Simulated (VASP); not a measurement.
A run of VASP 6.6.1 is set up as follows.

INCAR

```
SYSTEM = BaCu3
  PREC = Accurate
  ENCUT = 520
  EDIFF = 1E-6
  ISMEAR = 0
  SIGMA = 0.1
  LREAL = .FALSE.
  LASPH = .TRUE.
  NELM = 80
  ALGO = Normal
  ISIF = 2
  LWAVE = .FALSE.
  LCHARG = .TRUE.
  GGA = PE
  LELF = .TRUE.
  LVHAR = .TRUE.
  NBANDS = 30
```

Contents of KPOINTS:

```
Automatic mesh
0
G
  4 4 4
  0 0 0
```

Contents of POSCAR:

```
BaCu3
1.0
    4.2035369719      0.0000000000      0.0000000000
    0.0000000000      4.2035369719      0.0000000000
    0.0000000000      0.0000000000      4.2035369719
Ba Cu
1 3
Direct
    0.0000000000      0.0000000000      0.0000000000
    0.0000000000      0.5000000000      0.5000000000
    0.5000000000      0.0000000000      0.5000000000
    0.5000000000      0.5000000000      0.0000000000
```

Potentials or basis: VASP PAW PBE potentials, release 64 (Ba_sv, Cu).

Command:

```bash
$ cat potpaw_PBE.64/Ba_sv/POTCAR potpaw_PBE.64/Cu/POTCAR > POTCAR
$ mpirun -np 1 vasp_std > vasp.out
```

**Question.** Predict the pressure.

**Answer.** 8.6 GPa.

**Question.** What does it give for the band gap on the k mesh?

**Answer.** Zero (an odd number of electrons rules out a gap without spin polarisation).

Caveat: the k points lie up to 0.37 Å⁻¹ apart, too coarse for converged energies and pressures of a metal; spin-orbit coupling is left out, which moves the levels of the heavy elements.
